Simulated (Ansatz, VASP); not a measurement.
## Tl: VASP beside Ansatz

```
CELL_PARAMETERS angstrom
0.00000 3.52295 3.52295
3.52295 0.00000 3.52295
3.52295 3.52295 0.00000
ATOMIC_POSITIONS crystal
Tl 0.12500 0.12500 0.12500
Tl 0.87500 0.87500 0.87500
```

Alike in both runs: task single point; functional r2SCAN; k mesh 9 × 9 × 9; occupations fermi-dirac, width 0.1 eV; no spin polarisation.

|  | VASP | Ansatz |
| --- | --- | --- |
| version | VASP 6.6.1 | Ansatz 0.2.0 |
| potentials or method | VASP PAW PBE potentials, release 64 (Tl_d), cutoff 550 eV | plane waves (500 eV) with PAW, scalar-relativistic |
| valence electrons in the cell | 26 | 26 |

```csv
,VASP,Ansatz,Ansatz less VASP
pressure (GPa),-0.6,-0.6,+0.01
```

VASP's potentials were made for PBE, not for r2SCAN.

Neither program's run includes spin-orbit coupling.
